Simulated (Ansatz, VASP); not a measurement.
ZnCd2S in VASP and in Ansatz

The input INCAR:

```
PREC = Accurate
ENCUT = 600
EDIFF = 1E-6
ISMEAR = 0
SIGMA = 0.1
LREAL = F
LASPH = T
NELM = 80
ALGO = Normal
ISIF = 3
LWAVE = F
LCHARG = F
GGA = PE
IBRION = 2
NSW = 90
EDIFFG = -0.04
```

File KPOINTS:

```
Automatic mesh
0
Gamma
  6 6 2
```

Contents of POSCAR:

```
ZnCd2S
1.0
    3.8232818900      0.0000000000      0.0000000000
   -1.9116409400      3.3110592400      0.0000000000
    0.0000000000      0.0000000000      8.0345175500
Zn Cd S
1 2 1
Direct
    0.0000000000      0.0000000000      0.5000000000
    0.0000000000      0.0000000000      0.2266663800
    0.0000000000      0.0000000000      0.7733336200
    0.0000000000      0.0000000000      0.0000000000
```

Input for Ansatz:

```yaml
crystal:
  lattice:
    - [3.82328189, 0.0, 0.0]
    - [-1.91164094, 3.31105924, 0.0]
    - [0.0, 0.0, 8.03451755]
  atoms:
    - { symbol: Zn, position: [0.0, 0.0, 0.5] }
    - { symbol: Cd, position: [0.0, 0.0, 0.22666638] }
    - { symbol: Cd, position: [0.0, 0.0, 0.77333362] }
    - { symbol: S, position: [0.0, 0.0, 0.0] }
basis:
  ecutwfc: 420
kpoints:
  mp_grid: { grid: [6, 6, 2] }
hamiltonian:
  xc: pbe
scf:
  occupations: { method: gaussian, width: 0.1 }
  lower_state_search: "off"
output:
  forces: true
  stress: true
  eigenvalues: true
relax:
  adjacent_minimum: "off"
  f_tol: 0.04
  max_steps: 70
  cell: { stress_tol: 0.4 }
```

Alike in both runs: task relaxation of cell and atoms; functional PBE; k mesh 6 × 6 × 2; occupations gaussian, width 0.1 eV; no spin polarisation.

|  | VASP | Ansatz |
| --- | --- | --- |
| version | VASP 6.6.1 | Ansatz 0.2.0 |
| potentials or method | VASP PAW PBE potentials, release 64 (Zn, Cd, S), cutoff 600 eV | scalar-relativistic, plane waves, PAW |
| valence electrons in the cell | 42 | 58 |

```csv
,VASP,Ansatz,Ansatz less VASP
"gap on the k mesh at the Fermi level, each at its own relaxed structure (eV)",none,none,-
relaxed volume (Å³/atom),21.03,20.96,-0.069
relaxed cell length with the largest relative difference (Å),11.693,11.741,+0.0480
```

A gap of «none» marks a metal or a gap that the smearing closes. VASP's potentials hold 42 valence electrons a cell and Ansatz's 58, so a difference there can come from the potentials and not from the codes.

The k mesh is coarse, so the values compare programs but aren't converged. Noted on VASP's run: the volume moved by over 15 % at a fixed basis, so the end points are rough.
